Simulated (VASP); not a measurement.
LiLu, 2 atoms in the cell. The structure is cubic, space group Fm-3m (No. 225). Conventional cell: a = 5.886 Å, b = 5.886 Å, c = 5.886 Å, α = 90.00°, β = 90.00°, γ = 90.00°. Li (site symmetry m-3m) has 6 Lu at 2.94 Å within 3.9 Å. Lu (site symmetry m-3m) has 6 Li at 2.94 Å within 3.9 Å. 

* Program: VASP 6.6.1
* Task: relaxation of cell and atoms
* Functional: PBE
* Potentials or basis: VASP PAW PBE potentials, release 64 (Li_sv, Lu)
* Cutoff: 600 eV
* k mesh: 16 × 16 × 16
* Occupations: gaussian, width 0.1 eV
* Spin: no spin polarisation
* Dipole correction: no
* Further INCAR settings: ALGO = Normal; EDIFF = 1e-06; IBRION = 2; EDIFFG = -0.01; NSW = 100; ISIF = 3

Potentials or basis: VASP PAW PBE potentials, release 64 (Li_sv, Lu).

The run is started by

```sh
$ cat potpaw_PBE.64/Li_sv/POTCAR potpaw_PBE.64/Lu/POTCAR > POTCAR
$ mpirun -np 1 vasp_std > vasp.out
```

Hardware: 1 thread of Intel(R) Xeon(R) 6975P-C (Granite Rapids), with other jobs on the host.

Task: How long does it take, and how much memory?

Result: Wall time 110 s on 1 thread of Intel(R) Xeon(R) 6975P-C (Granite Rapids), with other jobs on the host, peak memory 0.34 GiB. Counts: scf iterations 20, k points 145, ion steps 2.
